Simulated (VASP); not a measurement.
Wanted: the native input for a VASP 6.6.1 run.

- Task: single point
- Functional: LDA
- Potentials or basis: VASP PAW LDA potentials, release 64 (Ba_sv)
- Cutoff: 520 eV
- k mesh: 12 × 12 × 12
- Occupations: gaussian, width 0.15 eV
- Spin: no spin polarisation
- Dipole correction: no
- Further INCAR settings: ALGO = Normal; EDIFF = 1e-06; NBANDS = 11

The structure of Ba lies in POSCAR:

```
Ba
1.0
    3.9177175405      0.0000000000      0.0000000000
    0.0000000000      3.9177175405      0.0000000000
    0.0000000000      0.0000000000      3.6826544881
Ba
1
Direct
    0.0000000000      0.0000000000      0.0000000000
```

This cell differs from its parent crystal: strain -0.0600 x Voigt [0, 0, 1, 0, 0, 0].

One way to write it, as run:

INCAR

```
SYSTEM = Ba
PREC = Accurate
ENCUT = 520
EDIFF = 1E-6
ISMEAR = 0
SIGMA = 0.15
LREAL = .FALSE.
LASPH = .TRUE.
NELM = 100
ALGO = Normal
ISIF = 2
LWAVE = .FALSE.
LCHARG = .FALSE.
GGA = CA
NBANDS = 11
```

KPOINTS

```
Automatic mesh
0
G
  12 12 12
  0 0 0
```

Potentials or basis: VASP PAW LDA potentials, release 64 (Ba_sv).

Run with:

```console
$ cat potpaw_LDA.64/Ba_sv/POTCAR > POTCAR
$ mpirun -np 1 vasp_std > vasp.out
```

It gave:

| Item | Value |
| --- | --- |
| Pressure | -0.6 GPa |
| Band gap on the k mesh | zero (bands 5 and 6 overlap by 0.44 eV) |

Caveat: the cell differs from its parent crystal (strain -0.0600 x Voigt [0, 0, 1, 0, 0, 0]); spin-orbit coupling is left out, which moves the levels of the heavy elements.

Run time: 110 s on 1 thread of Intel Xeon 8259CL (shared host), peak memory 0.24 GiB.
